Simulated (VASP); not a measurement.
A run of VASP 6.6.1 is set up as follows.

Contents of INCAR:

```
SYSTEM = CsBr
PREC     = Accurate       ! precision mode
ENCUT    = 500            ! plane-wave cutoff, eV
EDIFF    = 1E-6           ! SCF threshold, eV
ISMEAR   = 0              ! smearing method
SIGMA    = 0.02           ! smearing width, eV
LREAL    = .FALSE.        ! projectors in reciprocal space
LASPH    = .TRUE.         ! aspherical terms in the spheres
NELM     = 120            ! most SCF steps
ALGO     = Normal         ! electronic algorithm
ISIF     = 2              ! what is computed and relaxed
LWAVE    = .FALSE.        ! write WAVECAR
LCHARG   = .FALSE.        ! write CHGCAR
GGA      = PS             ! functional
NBANDS   = 15             ! bands
GGA_COMPAT= .FALSE.
```

The input KPOINTS:

```
regular mesh
0
G
  6 6 6
  0 0 0
```

The input POSCAR:

```
CsBr
1.0
    4.1344041800      0.0000000000      0.0000000000
    0.0000000000      4.1344041800      0.0000000000
    0.0000000000      0.0000000000      4.1344041800
Cs Br
1 1
Direct
    0.0000000000      0.0000000000      0.0000000000
    0.5000000000      0.5000000000      0.5000000000
```

Potentials or basis: VASP PAW PBE potentials, release 64 (Cs_sv, Br).

Launch:

```console
$ cat potpaw_PBE.64/Cs_sv/POTCAR potpaw_PBE.64/Br/POTCAR > POTCAR
$ mpirun -np 1 vasp_std > vasp.out
```

**Question.** What does it give for the band gap on the k mesh?

**Answer.** 4.61 eV, direct.

**Question.** What does it give for the pressure?

**Answer.** 1.6 GPa.

Caveat: the cell differs from its parent crystal (strained); the PAW data sets were made with another functional, which shifts forces and pressure a little; spin-orbit coupling is left out, which moves the levels of the heavy elements. A k mesh can miss the band edges.
